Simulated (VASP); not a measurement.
A run of VASP 6.6.1:

File POSCAR:

```
Re
1.0
    2.7530814355      0.0000000000      0.0000000000
   -1.3765407178      2.3842384618      0.0000000000
    1.3765407178      0.7947461539      2.2478815791
Re
1
Direct
    0.0000000000      0.0000000000      0.0000000000
```

File INCAR.step1:

```
SYSTEM = Re
PREC     = Accurate       ! precision mode
ENCUT    = 660            ! plane-wave cutoff, eV
ISMEAR   = 0              ! smearing method
SIGMA    = 0.1            ! smearing width, eV
LREAL    = .False.        ! projectors in reciprocal space
LASPH    = .True.         ! aspherical terms in the spheres
NELM     = 120            ! most SCF steps
NBANDS   = 10             ! bands
GGA      = PE             ! functional
ALGO     = Normal         ! electronic algorithm
EDIFF    = 1E-5           ! SCF threshold, eV
LWAVE    = .True.         ! write WAVECAR
LCHARG   = .False.        ! write CHGCAR
GGA_COMPAT= .False.
```

The input INCAR.step2:

```
SYSTEM = Re
PREC     = Accurate       ! precision mode
ENCUT    = 660            ! plane-wave cutoff, eV
EDIFF    = 1E-6           ! SCF threshold, eV
ISMEAR   = 0              ! smearing method
SIGMA    = 0.1            ! smearing width, eV
LREAL    = .False.        ! projectors in reciprocal space
LASPH    = .True.         ! aspherical terms in the spheres
NELM     = 120            ! most SCF steps
ALGO     = Normal         ! electronic algorithm
ISIF     = 2              ! what is computed and relaxed
LWAVE    = .False.        ! write WAVECAR
LCHARG   = .False.        ! write CHGCAR
METAGGA  = R2SCAN         ! meta-GGA
LMIXTAU  = .True.       
NBANDS   = 10             ! bands
ISTART   = 1            
GGA_COMPAT= .False.
```

KPOINTS

```
Automatic mesh
0
Gamma
  15 15 15
  0 0 0
```

Potentials or basis: VASP PAW PBE potentials, release 64 (Re).

Launch:

```sh
$ cat potpaw_PBE.64/Re/POTCAR > POTCAR
$ cp INCAR.step1 INCAR
$ mpirun -np 1 vasp_std > vasp.out
$ cp INCAR.step2 INCAR
$ mpirun -np 1 vasp_std > vasp.out
```

Hardware: 1 thread of AMD EPYC 9R45 (Zen 5), with other jobs on the host.

Task: How long does it take, and how much memory?

Result: Wall time 65 s on 1 thread of AMD EPYC 9R45 (Zen 5) (shared host), peak memory 0.13 GiB. Counts: k points 120.
